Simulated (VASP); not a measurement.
# KMgF3 (Pm-3m) in VASP: single point with PBEsol+D4

Aim: the single point of KMgF3 with PBEsol+D4.

Program: VASP 6.6.1. These are calculated values, not measurements. Logs are shortened: lines on timing, memory, paths and dates and some standing lists are left out, and cuts for length are marked.

### 1 The cell of the first run

Symmetry: Pm-3m, No. 221, cubic system. Conventional cell: a = 3.986 Å, b = 3.986 Å, c = 3.986 Å, α = 90.00°, β = 90.00°, γ = 90.00°. K (site symmetry m-3m) has 12 F at 2.82 Å and 8 Mg at 3.45 Å within 3.7 Å. Mg (site symmetry m-3m) has 6 F at 1.99 Å within 2.6 Å. Within 2.6 Å of F (site symmetry 4/mmm) lie 2 Mg at 1.99 Å.

### 2 Single point, PBEsol+D4

INCAR

```
SYSTEM = KMgF3
PREC = Accurate ; ENCUT = 600
EDIFF = 1E-6 ; ISMEAR = 0
SIGMA = 0.01 ; LREAL = .FALSE.
LASPH = .TRUE. ; NELM = 120
ALGO = Normal ; ISIF = 2
LWAVE = .FALSE. ; LCHARG = .FALSE.
GGA = PS ; IVDW = 13
NBANDS = 24 ; GGA_COMPAT = .FALSE.
```

KPOINTS

```
regular mesh
0
G
  4 4 4
  0 0 0
```

POSCAR

```
KMgF3
1.0
    3.9859000000      0.0000000000      0.0000000000
    0.0000000000      3.9859000000      0.0000000000
    0.0000000000      0.0000000000      3.9859000000
K Mg F
1 1 3
Direct
    0.5000000000      0.5000000000      0.5000000000
    0.0000000000      0.0000000000      0.0000000000
    0.5000000000      0.0000000000      0.0000000000
    0.0000000000      0.5000000000      0.0000000000
    0.0000000000      0.0000000000      0.5000000000
```

Potentials or basis: VASP PAW PBE potentials, release 64 (K_sv, Mg, F).

The run is started by

```bash
cat potpaw_PBE.64/K_sv/POTCAR potpaw_PBE.64/Mg/POTCAR potpaw_PBE.64/F/POTCAR > POTCAR
mpirun -np 1 vasp_std > vasp.out
```

OUTCAR:

```text
SYSTEM = KMgF3
   PREC = Accurate
   ENCUT = 600
   EDIFF = 1E-6
   ISMEAR = 0
   LREAL = .FALSE.
   LASPH = .TRUE.
   NELM = 120
   ISIF = 2
   GGA = PS
   IVDW = 13

 ion  position               nearest neighbor table
   1  0.500  0.500  0.500-   3 2.82   4 2.82   5 2.82   3 2.82   4 2.82   3 2.82   5 2.82   3 2.82
                             4 2.82   5 2.82   4 2.82   5 2.82   2 3.45   2 3.45   2 3.45   2 3.45
   2  0.000  0.000  0.000-   3 1.99   4 1.99   5 1.99   5 1.99   4 1.99   3 1.99   1 3.45   1 3.45
                             1 3.45   1 3.45   1 3.45   1 3.45   1 3.45   1 3.45
   3  0.500  0.000  0.000-   2 1.99   2 1.99   1 2.82   1 2.82   1 2.82   1 2.82
   4  0.000  0.500  0.000-   2 1.99   2 1.99   1 2.82   1 2.82   1 2.82   1 2.82
   5  0.000  0.000  0.500-   2 1.99   2 1.99   1 2.82   1 2.82   1 2.82   1 2.82

  LATTYP: Found a simple cubic cell.
 ALAT       =     3.9859000000

  Lattice vectors:

 A1 = (   3.9859000000,   0.0000000000,   0.0000000000)
 A2 = (   0.0000000000,   3.9859000000,   0.0000000000)
 A3 = (   0.0000000000,   0.0000000000,   3.9859000000)

Analysis of symmetry for initial positions (statically):
=====================================================================
 Subroutine PRICEL returns:
 Original cell was already a primitive cell.

 Routine SETGRP: Setting up the symmetry group for a
 simple cubic supercell.

 Subroutine GETGRP returns: Found 48 space group operations
 (whereof 48 operations were pure point group operations)
 out of a pool of 48 trial point group operations.

The static configuration has the point symmetry O_h .

Analysis of symmetry for dynamics (positions and initial velocities):
=====================================================================
 Subroutine PRICEL returns:
 Original cell was already a primitive cell.

 Routine SETGRP: Setting up the symmetry group for a
 simple cubic supercell.

 Subroutine GETGRP returns: Found 48 space group operations
 (whereof 48 operations were pure point group operations)
 out of a pool of 48 trial point group operations.

The dynamic configuration has the point symmetry O_h .

 Subroutine INISYM returns: Found 48 space group operations
 (whereof 48 operations are pure point group operations),
 and found     1 'primitive' translations

----------------------------------------------------------------------------------------

                                     Primitive cell

  volume of cell :      63.3256

  direct lattice vectors                    reciprocal lattice vectors
     3.985900000  0.000000000  0.000000000     0.250884367  0.000000000  0.000000000
     0.000000000  3.985900000  0.000000000     0.000000000  0.250884367  0.000000000
     0.000000000  0.000000000  3.985900000     0.000000000  0.000000000  0.250884367

  length of vectors
     3.985900000  3.985900000  3.985900000     0.250884367  0.250884367  0.250884367

  position of ions in fractional coordinates (direct lattice)
     0.500000000  0.500000000  0.500000000
     0.000000000  0.000000000  0.000000000
     0.500000000  0.000000000  0.000000000
     0.000000000  0.500000000  0.000000000
     0.000000000  0.000000000  0.500000000

  ion indices of the primitive-cell ions
   primitive index   ion index
                 1           1
                 2           2
                 3           3
                 4           4
                 5           5

----------------------------------------------------------------------------------------

 KPOINTS: regular mesh

Automatic generation of k-mesh.
 Grid dimensions read from file:
 generate k-points for:    4    4    4

 Generating k-lattice:

  Cartesian coordinates                     Fractional coordinates (reciprocal lattice)
     0.062721092  0.000000000  0.000000000     0.250000000  0.000000000  0.000000000
     0.000000000  0.062721092  0.000000000     0.000000000  0.250000000  0.000000000
     0.000000000  0.000000000  0.062721092     0.000000000  0.000000000  0.250000000

  Length of vectors
     0.062721092  0.062721092  0.062721092

  Shift w.r.t. Gamma in fractional coordinates (k-lattice)
     0.000000000  0.000000000  0.000000000

 Subroutine IBZKPT returns following result:
 ===========================================

 Found     10 irreducible k-points:

 Following reciprocal coordinates:
            Coordinates               Weight
  0.000000  0.000000  0.000000      1.000000
  0.250000  0.000000  0.000000      6.000000
  0.500000  0.000000  0.000000      3.000000
  0.250000  0.250000  0.000000     12.000000
  0.500000  0.250000  0.000000     12.000000
  0.500000  0.500000  0.000000      3.000000
  0.250000  0.250000  0.250000      8.000000
  0.500000  0.250000  0.250000     12.000000
  0.500000  0.500000  0.250000      6.000000
  0.500000  0.500000  0.500000      1.000000
   k-points           NKPTS =     10   k-points in BZ     NKDIM =     10   number of bands    NBANDS=     24
   number of dos      NEDOS =    301   number of ions     NIONS =      5
   total plane-waves  NPLWV =  32768
   dimension x,y,z NGX =    32 NGY =   32 NGZ =   32
   dimension x,y,z NGXF=    64 NGYF=   64 NGZF=   64
   ions per type =               1   1   3
   NGX,Y,Z   is equivalent  to a cutoff of  13.35, 13.35, 13.35 a.u.
   NGXF,Y,Z  is equivalent  to a cutoff of  26.69, 26.69, 26.69 a.u.
 SYSTEM =  KMgF3
   PREC   = accura    normal or accurate (medium, high low for compatibility)
   ISTART =      0    job   : 0-new  1-cont  2-samecut
   ICHARG =      2    charge: 1-file 2-atom 10-const
   ISPIN  =      1    spin polarized calculation?
   LNONCOLLINEAR =      F non collinear calculations
   LSORBIT =      F    spin-orbit coupling
   LASPH  =      T    aspherical Exc in radial PAW
   ENCUT  =  600.0 eV  44.10 Ry    6.64 a.u.   7.96  7.96  7.96*2*pi/ulx,y,z
   NELM   =    120;   NELMIN=  2; NELMDL= -5     # of ELM steps
   EDIFF  = 0.1E-05   stopping-criterion for ELM
   LREAL  =      F    real-space projection
   EDIFFG = 0.1E-04   stopping-criterion for IOM
   NSW    =      0    number of steps for IOM
   IBRION =     -1    ionic relax: 0-MD 1-quasi-New 2-CG
   NFREE  =      0    steps in history (QN), initial steepest desc. (CG)
   ISIF   =      2    stress and relaxation
   ISYM   =      2    0-nonsym 1-usesym 2-fastsym
   POTIM  = 0.5000    time-step for ionic-motion
   TEBEG  =    0.0;   TEEND  =   0.0 temperature during run
   PSTRESS=    0.0 pullay stress
   NELECT =      32.0000    total number of electrons
   NUPDOWN=      -1.0000    fix difference up-down
   EMIN   =  10.00;   EMAX   =-10.00  energy-range for DOS
   EFERMI =   0.00;   METHOD = LEGACY
   ISMEAR =     0;   SIGMA  =   0.01  broadening in eV -4-tet -1-fermi 0-gaus
   EFERMI_NEDOS =   21; number of points for ismear=-14 and -15
   IALGO  =     38    algorithm
   IMIX   =      4    mixing-type and parameters
     AMIX     =   0.40;   BMIX     =  1.00
     AMIX_MAG =   1.60;   BMIX_MAG =  1.00
  volume/ion in A,a.u.               =      12.67        85.47
  Fermi-wavevector in a.u.,A,eV,Ry     =   1.303962  2.464132 23.134232  1.700318
  Thomas-Fermi vector in A             =   2.434930
   LORBIT       =      0    0 simple, 1 ext, 2 COOP (PROOUT), +10 PAW based schemes
   GGA     = PS    functional components
   LHFCALC =     F    Hartree Fock is set to
   AEXX    =    0.0000 exact exchange contribution
   IVDW    =    13    specifies the selected vdW correction
   LEPSILON=     F    determine dielectric tensor
   LRPA    =     F    only Hartree local field effects (RPA)
 non-spin polarized calculation
 Gauss-broadening in eV      SIGMA  =   0.01
  energy-cutoff  :      600.00
  volume of cell :       63.33
 maximum number of plane-waves:      2176
 NGX is ok and might be reduce to    32
   NGX = 15   NGY = 15   NGZ = 15

 number of electron      32.0000010 magnetization

 Free energy of the ion-electron system (eV)
  ---------------------------------------------------
  ext. energy  EPLUGINS =         0.00000000
  ---------------------------------------------------
  free energy    TOTEN  =       -25.26993688 eV

  energy without entropy =      -25.26993688  energy(sigma->0) =      -25.26993688

 E-fermi :  -1.5581     XC(G=0):  -9.9445

 val. band max:       -1.7094721033   @ k =   0.5000   0.5000   0.5000
 cond. band min:       5.4150908289   @ k =   0.0000   0.0000   0.0000
 fundamental gap:      7.1245629322
 Fermi energy:        -1.5581316399

 k-point     1 :       0.0000    0.0000    0.0000
  band No.  band energies     occupation
      1     -27.1837      2.00000
      2     -21.7211      2.00000
      3     -21.0506      2.00000
      4     -21.0506      2.00000
      5     -10.7487      2.00000
      6     -10.7487      2.00000
[... 16 lines left out ...]
     23      12.1603      0.00000
     24      15.0157      0.00000

 k-point     2 :       0.2500    0.0000    0.0000
  band No.  band energies     occupation
      1     -27.1687      2.00000
      2     -21.6559      2.00000
      3     -21.1310      2.00000
      4     -21.0462      2.00000
      5     -10.7403      2.00000
      6     -10.7194      2.00000
[... 16 lines left out ...]
     23      12.1109      0.00000
     24      14.7971      0.00000

 k-point     3 :       0.5000    0.0000    0.0000
  band No.  band energies     occupation
      1     -27.1537      2.00000
      2     -21.5644      2.00000
      3     -21.2378      2.00000
      4     -21.0418      2.00000
      5     -10.7320      2.00000
      6     -10.6895      2.00000
[... 16 lines left out ...]
     23      12.6733      0.00000
     24      13.6123      0.00000

 k-point     4 :       0.2500    0.2500    0.0000
  band No.  band energies     occupation
      1     -27.1559      2.00000
      2     -21.5836      2.00000
      3     -21.1568      2.00000
      4     -21.0899      2.00000
      5     -10.7846      2.00000
      6     -10.7143      2.00000
[... 16 lines left out ...]
     23      12.2847      0.00000
     24      13.6344      0.00000

 k-point     5 :       0.5000    0.2500    0.0000
  band No.  band energies     occupation
      1     -27.1431      2.00000
      2     -21.4752      2.00000
      3     -21.2486      2.00000
      4     -21.1038      2.00000
      5     -10.7795      2.00000
      6     -10.7592      2.00000
[... 16 lines left out ...]
     23      12.5996      0.00000
     24      13.6611      0.00000

 k-point     6 :       0.5000    0.5000    0.0000
  band No.  band energies     occupation
      1     -27.1324      2.00000
      2     -21.2920      2.00000
      3     -21.2595      2.00000
      4     -21.2595      2.00000
      5     -10.8263      2.00000
      6     -10.8263      2.00000
[... 16 lines left out ...]
     23      12.4963      0.00000
     24      12.6170      0.00000

 k-point     7 :       0.2500    0.2500    0.2500
  band No.  band energies     occupation
      1     -27.1451      2.00000
      2     -21.5144      2.00000
      3     -21.1492      2.00000
      4     -21.1492      2.00000
      5     -10.8009      2.00000
      6     -10.8009      2.00000
[... 16 lines left out ...]
     23      12.5764      0.00000
     24      14.1904      0.00000

 k-point     8 :       0.5000    0.2500    0.2500
  band No.  band energies     occupation
      1     -27.1342      2.00000
      2     -21.4050      2.00000
      3     -21.2487      2.00000
      4     -21.1415      2.00000
      5     -10.8327      2.00000
      6     -10.8174      2.00000
[... 16 lines left out ...]
     23      12.5253      0.00000
     24      13.7079      0.00000

 k-point     9 :       0.5000    0.5000    0.2500
  band No.  band energies     occupation
      1     -27.1252      2.00000
      2     -21.2651      2.00000
      3     -21.2488      2.00000
      4     -21.2488      2.00000
      5     -10.8853      2.00000
      6     -10.8853      2.00000
[... 16 lines left out ...]
     23      12.4874      0.00000
     24      12.4958      0.00000

 k-point    10 :       0.5000    0.5000    0.5000
  band No.  band energies     occupation
      1     -27.1180      2.00000
      2     -21.2381      2.00000
      3     -21.2381      2.00000
      4     -21.2381      2.00000
      5     -10.9439      2.00000
      6     -10.9439      2.00000
[... 16 lines left out ...]
     23      13.2425      0.00000
     24      13.2425      0.00000

------------------------ aborting loop because EDIFF is reached ----------------------------------------

  DFT-D4 for vdW energy calculation

  Edisp (eV):   -0.25085

  FORCE on cell =-STRESS in cart. coord.  units (eV):
  Direction    XX          YY          ZZ          XY          YZ          ZX
  --------------------------------------------------------------------------------------
  -------------------------------------------------------------------------------------
  Total      -0.32769    -0.32769    -0.32769    -0.00000    -0.00000    -0.00000
  in kB      -8.29076    -8.29076    -8.29076    -0.00000    -0.00000    -0.00000
  external pressure =       -8.29 kB  Pullay stress =        0.00 kB

 VOLUME and BASIS-vectors are now :
 -----------------------------------------------------------------------------
  energy-cutoff  :      600.00
  volume of cell :       63.33
      direct lattice vectors                 reciprocal lattice vectors
     3.985900000  0.000000000  0.000000000     0.250884367  0.000000000  0.000000000
     0.000000000  3.985900000  0.000000000     0.000000000  0.250884367  0.000000000
     0.000000000  0.000000000  3.985900000     0.000000000  0.000000000  0.250884367

 POSITION                                       TOTAL-FORCE (eV/Angst)
 -----------------------------------------------------------------------------------
      1.99295      1.99295      1.99295         0.000000      0.000000      0.000000
      0.00000      0.00000      0.00000         0.000000      0.000000      0.000000
      1.99295      0.00000      0.00000         0.000000      0.000000      0.000000
      0.00000      1.99295      0.00000         0.000000      0.000000      0.000000
      0.00000      0.00000      1.99295         0.000000      0.000000      0.000000
 -----------------------------------------------------------------------------------
    total drift:                                0.000000      0.000000     -0.000000

  FREE ENERGIE OF THE ION-ELECTRON SYSTEM (eV)
  ---------------------------------------------------
  free  energy   TOTEN  =       -25.5207820838 eV

  energy  without entropy=      -25.5207820838  energy(sigma->0) =      -25.52078208
```

It took 22 s on 1 thread of Intel Xeon 8259CL, shared host; peak memory 0.19 GiB.

Results:

* Free energy: -25.5208 eV
* Pressure: -0.8 GPa
* Band gap on the k mesh: 7.12 eV, indirect (least direct gap 7.45 eV)
* Dispersion energy per atom: -0.050 eV

Caveat: the PAW data sets were made with another functional, which shifts forces and pressure a little.
